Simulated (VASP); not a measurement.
**Sn: single point with PBEsol**

The system is Sn.

```xyz
1
Lattice="-2.0724 2.0724 4.3653 2.0724 -2.0724 4.3653 2.0724 2.0724 -4.3653" Properties=species:S:1:pos:R:3 pbc="T T T"
Sn    0.0000    0.0000    0.0000
```

* Program: VASP 6.6.1
* Task: single point
* Functional: PBEsol
* Potentials or basis: VASP PAW PBE potentials, release 64 (Sn_d)
* Cutoff: 520 eV
* k mesh: 8 × 8 × 8
* Occupations: gaussian, width 0.1 eV
* Spin: no spin polarisation
* Dipole correction: no
* Further INCAR settings: ALGO = Normal; EDIFF = 1e-06; NBANDS = 13

The pressure is -5.1 GPa. The band gap on the k mesh is zero (band 7 reaches 1.46 eV, above the bottom of band 8 at -0.15 eV).

Stress tensor (GPa, compression positive):
```
-5.83  0.00  0.00
 0.00 -5.83  0.00
 0.00  0.00 -3.55
```

Levels at points of the mesh, in eV from the Fermi level:
| k point | band 3 | band 4 | band 5 | band 6 | band 7 | band 8 | band 9 | band 10 | band 11 | band 12 |
| --- | --- | --- | --- | --- | --- | --- | --- | --- | --- | --- |
| (0.00, 0.00, 0.00) | -21.87 | -21.81 | -21.79 | -7.29 | 1.11 | 2.50 | 2.50 | 3.93 | 6.83 | 7.00 |
| (0.50, 0.00, 0.00) | -21.87 | -21.80 | -21.79 | -6.46 | -1.38 | 0.72 | 2.87 | 4.19 | 7.39 | 8.47 |
| (0.50, 0.50, 0.00) | -21.87 | -21.80 | -21.78 | -5.84 | -0.70 | -0.15 | 1.15 | 3.88 | 4.85 | 8.32 |
| (0.50, 0.50, 0.50) | -21.87 | -21.81 | -21.79 | -6.93 | -1.30 | 2.12 | 2.12 | 5.21 | 6.03 | 8.85 |

It used 51 s of CPU time on 1 thread of Intel Xeon 6975P-C, with other jobs on the host.

Caveat: the PAW data sets were made with another functional, which shifts forces and pressure a little; spin-orbit coupling is left out, which moves the levels of the heavy elements.
